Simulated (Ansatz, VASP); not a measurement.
**Ta2N in VASP and in Ansatz**

```xyz
9
Lattice="5.1794 0.0000 0.0000 -2.5897 4.4855 0.0000 0.0000 0.0000 5.2167" Properties=species:S:1:pos:R:3 pbc="T T T"
Ta    1.7275    2.9922    3.9274
Ta   -0.8622    1.4933    3.9274
Ta    1.7244    0.0000    3.9274
Ta    0.8622    1.4933    1.2893
Ta   -1.7275    2.9922    1.2893
Ta    3.4550    0.0000    1.2893
N     2.5897    1.4952    2.6083
N     0.0000    2.9903    2.6083
N     0.0000    0.0000    0.0000
```

Alike in both runs: task single point; functional PBE; k mesh 9 × 9 × 8; occupations gaussian, width 0.15 eV; no spin polarisation.

```csv
,VASP,Ansatz
version,VASP 6.6.1,Ansatz 0.2.0
potentials or method,"VASP PAW PBE potentials, release 64 (Ta_pv, N), cutoff 520 eV","scalar-relativistic, plane waves, PAW"
valence electrons in the cell,81,93
```

Ansatz gave:

```
gap on the k mesh at the Fermi level (eV)                     : none
pressure (GPa)                                                : 0.4
traceless stress, the component that is largest in VASP (GPa) : -12.49
rms of the force components (eV/Å)                            : 0.064
```

Task: Which values does VASP return?

Result: gap on the k mesh at the Fermi level (eV): none; pressure (GPa): 0.8; traceless stress, the component that is largest in VASP (GPa): -12.46; rms of the force components (eV/Å): 0.067.

Atom by atom the forces differ by 0.007 eV/Å (rms over components). A gap of «none» marks a metal or a gap that the smearing closes. With one functional, cell and mesh, what is left measures potentials, basis and numerics. VASP's potentials hold 81 valence electrons a cell and Ansatz's 93, so a difference there can come from the potentials and not from the codes.

Neither program's run includes spin-orbit coupling.
